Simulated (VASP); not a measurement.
# SnS2 (P-3m1) in VASP: notebook

SnS2 is run at these levels: PBE, PBE-based global hybrid with 10 % exact exchange; tasks: relaxation of shape and atoms at fixed volume, single point.

Everything below comes from runs of VASP 6.6.1. Logs are shortened: lines on timing, memory, paths and dates and some standing lists are left out, and cuts for length are marked.

## 1. The cell of the first run

The structure is trigonal, space group P-3m1 (No. 164). The conventional cell has a = 3.533 Å, b = 3.533 Å, c = 5.699 Å, α = 90.00°, β = 90.00°, γ = 120.00°. Within 3.3 Å of Sn (site symmetry -3m) lie 6 S at 2.49 Å. Within 3.3 Å of S (site symmetry 3m) lie 3 Sn at 2.49 Å.

## 2. Relaxation of shape and atoms at fixed volume, PBE

The input, INCAR:

```
PREC = Accurate ; ENCUT = 500
EDIFF = 1E-7 ; ISMEAR = 0
SIGMA = 0.05 ; LREAL = F
LASPH = T ; NELM = 120
ALGO = Normal ; ISIF = 4
LWAVE = F ; LCHARG = F
GGA = PE ; IBRION = 2
NSW = 60 ; EDIFFG = -0.015
GGA_COMPAT = F ; NELMIN = 4
```

The input, KPOINTS:

```
regular mesh
0
Gamma
  8 8 4
```

The input, POSCAR:

```
SnS2
1.0
    3.5328971147      0.0000000000      0.0000000000
   -1.7664485573      3.0595786503      0.0000000000
    0.0000000000      0.0000000000      5.6992962888
Sn S
1 2
Direct
    0.0000000000      0.0000000000      0.0000000000
    0.3333333333      0.6666666667      0.2520000000
    0.6666666667      0.3333333333      0.7480000000
```

Potentials or basis: VASP PAW PBE potentials, release 64 (Sn_d, S).

On the command line:

```console
> cat potpaw_PBE.64/Sn_d/POTCAR potpaw_PBE.64/S/POTCAR > POTCAR
> mpirun -np 1 vasp_std > vasp.out
```

OUTCAR:

```text
PREC = Accurate
   ENCUT = 500
   EDIFF = 1E-7
   ISMEAR = 0
   LREAL = F
   LASPH = T
   NELM = 120
   ISIF = 4
   GGA = PE
   IBRION = 2
   NSW = 60
   EDIFFG = -0.015
   NELMIN = 4

 ion  position               nearest neighbor table
   1  0.000  0.000  0.000-   2 2.49   3 2.49   2 2.49   3 2.49   3 2.49   2 2.49
   2  0.333  0.667  0.252-   1 2.49   1 2.49   1 2.49
   3  0.667  0.333  0.748-   1 2.49   1 2.49   1 2.49

  LATTYP: Found a hexagonal cell.
 ALAT       =     3.5328971147
 C/A-ratio  =     1.6132075472

  Lattice vectors:

 A1 = (   3.5328971147,   0.0000000000,   0.0000000000)
 A2 = (  -1.7664485573,   3.0595786503,   0.0000000000)
 A3 = (   0.0000000000,   0.0000000000,   5.6992962888)

Analysis of symmetry for initial positions (statically):
=====================================================================
 Subroutine PRICEL returns:
 Original cell was already a primitive cell.

 Routine SETGRP: Setting up the symmetry group for a
 hexagonal supercell.

 Subroutine GETGRP returns: Found 12 space group operations
 (whereof 12 operations were pure point group operations)
 out of a pool of 24 trial point group operations.

The static configuration has the point symmetry D_3d.

Analysis of symmetry for dynamics (positions and initial velocities):
=====================================================================
 Subroutine PRICEL returns:
 Original cell was already a primitive cell.

 Routine SETGRP: Setting up the symmetry group for a
 hexagonal supercell.

 Subroutine GETGRP returns: Found 12 space group operations
 (whereof 12 operations were pure point group operations)
 out of a pool of 24 trial point group operations.

The dynamic configuration has the point symmetry D_3d.

 Subroutine INISYM returns: Found 12 space group operations
 (whereof 12 operations are pure point group operations),
 and found     1 'primitive' translations

----------------------------------------------------------------------------------------

                                     Primitive cell

  volume of cell :      61.6047

  direct lattice vectors                    reciprocal lattice vectors
     3.532897115  0.000000000  0.000000000     0.283053813  0.163421195  0.000000000
    -1.766448557  3.059578650  0.000000000     0.000000000  0.326842391  0.000000000
     0.000000000  0.000000000  5.699296289     0.000000000  0.000000000  0.175460258
[... 90 lines left out ...]
   IBRION =      2    ionic relax: 0-MD 1-quasi-New 2-CG
   NFREE  =      1    steps in history (QN), initial steepest desc. (CG)
   ISIF   =      4    stress and relaxation
   ISYM   =      2    0-nonsym 1-usesym 2-fastsym
   POTIM  = 0.5000    time-step for ionic-motion
   TEBEG  =    0.0;   TEEND  =   0.0 temperature during run
   PSTRESS=    0.0 pullay stress
   NELECT =      26.0000    total number of electrons
   NUPDOWN=      -1.0000    fix difference up-down
   EMIN   =  10.00;   EMAX   =-10.00  energy-range for DOS
   EFERMI =   0.00;   METHOD = LEGACY
   ISMEAR =     0;   SIGMA  =   0.05  broadening in eV -4-tet -1-fermi 0-gaus
   EFERMI_NEDOS =   21; number of points for ismear=-14 and -15
   IALGO  =     38    algorithm
   IMIX   =      4    mixing-type and parameters
     AMIX     =   0.40;   BMIX     =  1.00
     AMIX_MAG =   1.60;   BMIX_MAG =  1.00
  volume/ion in A,a.u.               =      20.53       138.58
  Fermi-wavevector in a.u.,A,eV,Ry     =   1.227990  2.320564 20.517018  1.507958
  Thomas-Fermi vector in A             =   2.362932
   LORBIT       =      0    0 simple, 1 ext, 2 COOP (PROOUT), +10 PAW based schemes
   GGA     = PE    functional components
   LHFCALC =     F    Hartree Fock is set to
   AEXX    =    0.0000 exact exchange contribution
   IVDW    =     0    specifies the selected vdW correction
   LEPSILON=     F    determine dielectric tensor
   LRPA    =     F    only Hartree local field effects (RPA)
 conjugate gradient relaxation of ions
 non-spin polarized calculation
 Gauss-broadening in eV      SIGMA  =   0.05
  energy-cutoff  :      500.00
  volume of cell :       61.60
 maximum number of plane-waves:      1579
 NGX is ok and might be reduce to    28

--------------------------------------- Ionic step        1  -------------------------------------------

 number of electron      25.9999996 magnetization

 Free energy of the ion-electron system (eV)
  ---------------------------------------------------
  ext. energy  EPLUGINS =         0.00000000
  ---------------------------------------------------
  free energy    TOTEN  =       -12.85476132 eV

  energy without entropy =      -12.85476132  energy(sigma->0) =      -12.85476132

------------------------ aborting loop because EDIFF is reached ----------------------------------------

  FORCE on cell =-STRESS in cart. coord.  units (eV):
  Direction    XX          YY          ZZ          XY          YZ          ZX
  --------------------------------------------------------------------------------------
  -------------------------------------------------------------------------------------
  Total        5.3035860      5.3035860      4.6451207      0.0000000      0.0000000      0.0000000
  in kB      137.9324192    137.9324192    120.8074564      0.0000000      0.0000000      0.0000000
  external PRESSURE =     132.2240983 kB  Pullay stress =       0.0000000 kB
[... 135 lines left out ...]
--------------------------------------- Ionic step        5  -------------------------------------------

 number of electron      25.9999995 magnetization

 Free energy of the ion-electron system (eV)
  ---------------------------------------------------
  ext. energy  EPLUGINS =         0.00000000
  ---------------------------------------------------
  free energy    TOTEN  =       -12.98322041 eV

  energy without entropy =      -12.98322041  energy(sigma->0) =      -12.98322041

 E-fermi :   6.5801     XC(G=0): -10.1908

 val. band max:        6.3256390710   @ k =   0.0000   0.0000   0.0000
 cond. band min:       7.3912224443   @ k =   0.0000   0.3750   0.2500
 fundamental gap:      1.0655833733
 Fermi energy:         6.5800928140

 k-point     1 :       0.0000    0.0000    0.0000
  band No.  band energies     occupation
      1     -15.0612      2.00000
      2     -15.0612      2.00000
      3     -15.0155      2.00000
      4     -14.9848      2.00000
      5     -14.9848      2.00000
      6      -8.2248      2.00000
[... 457 lines left out ...]
      4     -14.9814      2.00000
      5     -14.9504      2.00000
      6      -6.2201      2.00000
[... 9 lines left out ...]
     16      12.3474      0.00000
     17      13.2558      0.00000

 [... further k-points ...]
[... 5 lines left out ...]
  --------------------------------------------------------------------------------------
  -------------------------------------------------------------------------------------
  Total        2.6699054      2.6699054      2.6429925      0.0000000     -0.0000000      0.0000000
  in kB       69.4372649     69.4372649     68.7373314      0.0000000     -0.0000000      0.0000000
  external PRESSURE =      69.2039538 kB  Pullay stress =       0.0000000 kB
[... 18 lines left out ...]
  FREE ENERGIE OF THE ION-ELECTRON SYSTEM (eV)
  ---------------------------------------------------
  free  energy   TOTEN  =       -12.9832204139 eV

  energy  without entropy=      -12.9832204139  energy(sigma->0) =      -12.98322041

 reached required accuracy - stopping structural energy minimisation
```

OSZICAR:

```text
N       E                     dE             d eps       ncg     rms          rms(c)
DAV:   1     0.197177476336E+03    0.19718E+03   -0.12572E+04  1206   0.180E+03
DAV:   2     0.625763784079E+01   -0.19092E+03   -0.18629E+03  1359   0.413E+02
DAV:   3    -0.128181866483E+02   -0.19076E+02   -0.18441E+02  1488   0.121E+02
[... 49 lines left out ...]
DAV:   4    -0.129832749648E+02    0.11112E-02   -0.23586E-03  1621   0.677E-01    0.884E-02
DAV:   5    -0.129832176550E+02    0.57310E-04   -0.44985E-04  1808   0.253E-01    0.357E-02
DAV:   6    -0.129832200928E+02   -0.24378E-05   -0.83072E-05  1270   0.856E-02    0.141E-02
DAV:   7    -0.129832204545E+02   -0.36171E-06   -0.66976E-06  1520   0.348E-02    0.605E-03
DAV:   8    -0.129832204139E+02    0.40648E-07   -0.92476E-07  1693   0.931E-03
   5 F= -.12983220E+02 E0= -.12983220E+02  d E =-.246711E-01
```

CONTCAR:

```text
SnS2
   1.00000000000000
     3.6182273025950544    0.0000000000195604    0.0000000000000000
    -1.8091136512293799    3.1334767607261975   -0.0000000000000000
     0.0000000000000000   -0.0000000000000000    5.4336482717796457
  Sn              S
     1     2
Direct
     0.0000000000000000    0.0000000000000000    0.0000000000000000
     0.3333333332999970    0.6666666667000030    0.2716761388989930
     0.6666666667000030    0.3333333332999970    0.7283238611010070

  0.00000000E+00  0.00000000E+00  0.00000000E+00
  0.00000000E+00  0.00000000E+00  0.00000000E+00
  0.00000000E+00  0.00000000E+00  0.00000000E+00
```

Wall time 2.9 min (1 thread of Intel Xeon Platinum 8259CL at 2.50GHz (Skylake/Cascade Lake), shared host); peak memory 0.19 GiB.

Results:

```
Free energy                  : -12.9832 eV
Energy gained by relaxing    : 42.8 meV/atom
Ionic steps                  : 5
Pressure after relaxing      : 6.9 GPa
Largest force after relaxing : 0.011 eV/Å
Band gap on the k mesh       : 1.07 eV (least direct gap 1.60 eV)
```

Forces in eV/Å, atoms in the order of the input:
```
Sn   0.000  0.000  0.000
S    0.000  0.000 -0.011
S    0.000  0.000  0.011
```

Step by step:
```
step  energy change (eV)  largest force (eV/Å)  pressure (GPa)  volume (Å³)
   1              0.0000                1.0848           13.22        61.60
   2             -0.0835                0.4082           10.03        61.60
   3             -0.1038                0.1362            7.60        61.60
   4             -0.1253                0.0515            7.16        61.60
   5             -0.1285                0.0107            6.92        61.60
```

Final structure:
```
Sn S
1.0
     3.61823    0.00000    0.00000
    -1.80911    3.13348    0.00000
     0.00000    0.00000    5.43365
Sn S
1 2
Direct
  0.00000 0.00000 0.00000
  0.33333 0.66667 0.27168
  0.66667 0.33333 0.72832
```

Caveat: spin-orbit coupling is left out, which moves the levels of the heavy elements. A k mesh can miss the band edges.

## 3. Single point, PBE-based global hybrid with 10 % exact exchange

This run uses another cell than the first one, of the same volume but with other edges.

The input, POSCAR:

```
SnS2
1.0
    3.6235996058      0.0000000000      0.0000000000
   -1.8117998029      3.1381293118      0.0000000000
    0.0000000000      0.0000000000      5.4175484982
Sn S
1 2
Direct
    0.0000000000      0.0000000000      0.0000000000
    0.3333333333      0.6666666667      0.2720014038
    0.6666666667      0.3333333333      0.7279985962
```

The input, INCAR.step1:

```
SYSTEM = SnS2
PREC = Accurate ; ENCUT = 400
EDIFF = 1E-5 ; ISMEAR = 0
SIGMA = 0.05 ; LREAL = .False.
LASPH = .True. ; NELM = 120
ALGO = Normal ; ISIF = 2
LWAVE = .True. ; LCHARG = .False.
NBANDS = 20 ; GGA = PE
GGA_COMPAT = .False.
```

The input, INCAR.step2:

```
SYSTEM = SnS2
PREC = Accurate ; ENCUT = 400
EDIFF = 1E-6 ; ISMEAR = 0
SIGMA = 0.05 ; LREAL = .False.
LASPH = .True. ; NELM = 120
ALGO = Normal ; ISIF = 2
LWAVE = .False. ; LCHARG = .False.
GGA = PE ; LHFCALC = .True.
AEXX = 0.1 ; PRECFOCK = Normal
NBANDS = 20 ; ISTART = 1
GGA_COMPAT = .False.
```

The input, KPOINTS:

```
Automatic mesh
0
Gamma
  4 4 2
  0 0 0
```

Potentials or basis: VASP PAW PBE potentials, release 64 (Sn_d, S).

On the command line:

```console
> cat potpaw_PBE.64/Sn_d/POTCAR potpaw_PBE.64/S/POTCAR > POTCAR
> cp INCAR.step1 INCAR
> mpirun -np 1 vasp_std > vasp.out
> cp INCAR.step2 INCAR
> mpirun -np 1 vasp_std > vasp.out
```

OUTCAR:

```text
SYSTEM = SnS2
   PREC = Accurate
   ENCUT = 400
   EDIFF = 1E-6
   ISMEAR = 0
   LREAL = .False.
   LASPH = .True.
   NELM = 120
   ISIF = 2
   GGA = PE
   LHFCALC = .True.
   AEXX = 0.1
   PRECFOCK = Normal
   ISTART = 1

 ion  position               nearest neighbor table
   1  0.000  0.000  0.000-   2 2.56   3 2.56   3 2.56   2 2.56   3 2.56   2 2.56
   2  0.333  0.667  0.272-   1 2.56   1 2.56   1 2.56
   3  0.667  0.333  0.728-   1 2.56   1 2.56   1 2.56

  LATTYP: Found a hexagonal cell.
[... 369 lines left out ...]

  FORCE on cell =-STRESS in cart. coord.  units (eV):
  Direction    XX          YY          ZZ          XY          YZ          ZX
  --------------------------------------------------------------------------------------
  -------------------------------------------------------------------------------------
  Total        2.2249712      2.2249712      1.9042218     -0.0000000      0.0000000     -0.0000000
  in kB       57.8656886     57.8656886     49.5238348     -0.0000000      0.0000000     -0.0000000
  external PRESSURE =      55.0850707 kB  Pullay stress =       0.0000000 kB

 VOLUME and BASIS-vectors are now :
 -----------------------------------------------------------------------------
  energy-cutoff  :      400.00
  volume of cell :       61.60
      direct lattice vectors                 reciprocal lattice vectors
     3.623599606  0.000000000  0.000000000     0.275968680  0.159330592  0.000000000
    -1.811799803  3.138129312  0.000000000     0.000000000  0.318661183  0.000000000
     0.000000000  0.000000000  5.417548498     0.000000000  0.000000000  0.184585334

 POSITION                                       TOTAL-FORCE (eV/Angst)
 -----------------------------------------------------------------------------------
      0.00000      0.00000      0.00000         0.000000     -0.000000      0.000000
     -0.00000      2.09209      1.47358        -0.000000      0.000000     -0.278598
      1.81180      1.04604      3.94397         0.000000     -0.000000      0.278598
 -----------------------------------------------------------------------------------
    total drift:                                0.000000     -0.000001      0.000000

  FREE ENERGIE OF THE ION-ELECTRON SYSTEM (eV)
  ---------------------------------------------------
  free  energy   TOTEN  =       -14.7750913071 eV

  energy  without entropy=      -14.7750913071  energy(sigma->0) =      -14.77509131
```

OUTCAR.step1:

```text
SYSTEM = SnS2
   PREC = Accurate
   ENCUT = 400
   EDIFF = 1E-5
   ISMEAR = 0
   LREAL = .False.
   LASPH = .True.
   NELM = 120
[... 390 lines left out ...]
      0.00000      0.00000      0.00000        -0.000000      0.000000      0.000000
     -0.00000      2.09209      1.47358         0.000000     -0.000000     -0.072306
      1.81180      1.04604      3.94397        -0.000000      0.000000      0.072306
 -----------------------------------------------------------------------------------
    total drift:                                0.000000     -0.000000     -0.000000

  FREE ENERGIE OF THE ION-ELECTRON SYSTEM (eV)
  ---------------------------------------------------
  free  energy   TOTEN  =       -12.9209428910 eV

  energy  without entropy=      -12.9209428910  energy(sigma->0) =      -12.92094289
```

OSZICAR.step1:

```text
N       E                     dE             d eps       ncg     rms          rms(c)
DAV:   1     0.188550147105E+03    0.18855E+03   -0.10837E+04   332   0.133E+03
DAV:   2     0.708746743783E+01   -0.18146E+03   -0.17487E+03   352   0.350E+02
DAV:   3    -0.126934926535E+02   -0.19781E+02   -0.19572E+02   372   0.108E+02
DAV:   4    -0.133993950267E+02   -0.70590E+00   -0.70380E+00   372   0.216E+01
DAV:   5    -0.134207658208E+02   -0.21371E-01   -0.21367E-01   464   0.368E+00    0.940E+00
DAV:   6    -0.129466040401E+02    0.47416E+00   -0.97746E-01   476   0.105E+01    0.672E+00
DAV:   7    -0.129208208183E+02    0.25783E-01   -0.29350E-01   408   0.335E+00    0.216E+00
DAV:   8    -0.129205158830E+02    0.30494E-03   -0.27650E-02   448   0.161E+00    0.702E-01
DAV:   9    -0.129209047067E+02   -0.38882E-03   -0.26857E-03   352   0.367E-01    0.174E-01
DAV:  10    -0.129208887953E+02    0.15911E-04   -0.36613E-04   440   0.135E-01    0.737E-02
DAV:  11    -0.129209421547E+02   -0.53359E-04   -0.77007E-05   352   0.528E-02    0.197E-02
DAV:  12    -0.129209428910E+02   -0.73630E-06   -0.31973E-06   224   0.127E-02
   1 F= -.12920943E+02 E0= -.12920943E+02  d E =-.924586E-21
```

Wall time 5.4 min (1 thread of Intel Xeon Platinum 8259CL at 2.50GHz (Skylake/Cascade Lake), shared host); peak memory 0.15 GiB.

Results:

- Free energy: -14.7751 eV
- Pressure: 5.5 GPa
- Largest force: 0.279 eV/Å
- Band gap on the k mesh: 1.90 eV (least direct gap 2.21 eV)

Forces on the atoms (eV/Å):
```
Sn   0.000  0.000  0.000
S    0.000  0.000 -0.279
S    0.000  0.000  0.279
```

Caveat: the k points lie up to 0.58 Å⁻¹ apart; the PAW data sets were made with another functional, which shifts forces and pressure a little; spin-orbit coupling is left out, which moves the levels of the heavy elements. A k mesh can miss the band edges.
